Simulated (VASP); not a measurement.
Write the native input for VASP 6.6.1 that does the following.

| Property | Result |
| --- | --- |
| Task | single point |
| Functional | LDA |
| Potentials or basis | VASP PAW LDA potentials, release 64 (C_h) |
| Cutoff | 910 eV |
| k mesh | 12 × 12 × 12 |
| Occupations | gaussian, width 0.05 eV |
| Spin | no spin polarisation |
| Dipole correction | no |
| Second run | hard_potentials |
| Further INCAR settings | ALGO = Normal; EDIFF = 1e-06; NBANDS = 11 |

The structure of C lies in POSCAR:

```
C
1.0
    0.0000000000      1.7655709205      1.8086508510
    1.7655709205      0.0000000000      1.8086508510
    1.7655709205      1.7655709205      0.0000000000
C
2
Direct
    0.5000000000      0.5000000000      0.5000000000
    0.7500000000      0.7500000000      0.7500000000
```

This cell differs from its parent crystal: volume 5.638 Å^3 an atom, c/a of the conventional cell 1.0244.

The input as run:

INCAR

```
PREC = Accurate
ENCUT = 910
EDIFF = 1E-6
ISMEAR = 0
SIGMA = 0.05
LREAL = F
LASPH = T
NELM = 120
ALGO = Normal
ISIF = 2
LWAVE = F
LCHARG = F
GGA = CA
NBANDS = 11
GGA_COMPAT = F
```

KPOINTS

```
Automatic mesh
0
Gamma
  12 12 12
```

Potentials or basis: VASP PAW LDA potentials, release 64 (C_h).

The run is started by

```console
$ cat potpaw_LDA.64/C_h/POTCAR > POTCAR
$ mpirun -np 1 vasp_std > vasp.out
```

Results of the run:

* Pressure: -9.9 GPa
* Band gap on the k mesh: 3.83 eV, indirect (least direct gap 5.34 eV)

Caveat: the cutoff is under 1.25 times the usual one of these potentials, so pressure, stress and relaxed cells hold a basis-set (Pulay) error.

Run time: 16 s on 1 thread of Intel(R) Xeon(R) 6975P-C (Granite Rapids), on a shared host, peak memory 0.15 GiB.
